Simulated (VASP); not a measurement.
A run of VASP 6.6.1 is set up as follows.

The input INCAR:

```
SYSTEM = SiO2
PREC = Accurate
ENCUT = 600
EDIFF = 1E-6
ISMEAR = 0
SIGMA = 0.02
LREAL = .False.
LASPH = .True.
NELM = 80
ALGO = Normal
ISIF = 3
LWAVE = .False.
LCHARG = .False.
GGA = PE
IBRION = 2
NSW = 80
EDIFFG = -0.01
```

The input KPOINTS:

```
Automatic mesh
0
Gamma
  3 3 4
  0 0 0
```

The input POSCAR:

```
SiO2
1.0
    5.0605222284      0.0000000000      0.0000000000
   -2.5302611142      4.3825408062      0.0000000000
    0.0000000000      0.0000000000      5.5413533100
Si O
3 6
Direct
    0.0000000000      0.5000000000      0.3333333333
    0.5000000000      0.5000000000      0.6666666667
    0.5000000000      0.0000000000      0.0000000000
    0.5827892600      0.7913946300      0.8333333333
    0.7913946300      0.5827892600      0.5000000000
    0.7913946300      0.2086053700      0.1666666667
    0.4172107400      0.2086053700      0.8333333333
    0.2086053700      0.4172107400      0.5000000000
    0.2086053700      0.7913946300      0.1666666667
```

Potentials or basis: VASP PAW PBE potentials, release 64 (Si, O).

The run is started by

```sh
$ cat potpaw_PBE.64/Si/POTCAR potpaw_PBE.64/O/POTCAR > POTCAR
$ mpirun -np 1 vasp_std > vasp.out
```

Task: Predict the relaxed cell.

Result: a = 5.103 Å, b = 5.103 Å, c = 5.588 Å, α = 90.00°, β = 90.00°, γ = 120.00°.

Task: Estimate the band gap on the k mesh.

Result: 5.56 eV (least direct gap 5.73 eV).

Task: Estimate the space group after relaxing (to 0.1 Å).

Result: P6_422 (No. 181).

Task: What does it give for the relaxed volume?

Result: 14.00 Å³/atom.

The path:
| step | energy change (eV) | largest force (eV/Å) | pressure (GPa) | volume (Å³) |
| --- | --- | --- | --- | --- |
| 1 | 0.0000 | 0.2330 | 4.83 | 122.90 |
| 2 | 0.0395 | 0.3060 | -5.83 | 130.37 |
| 3 | -0.0488 | 0.0072 | -0.03 | 126.01 |

Caveat: the k points lie up to 0.47 Å⁻¹ apart in the final cell. A k mesh can miss the band edges.
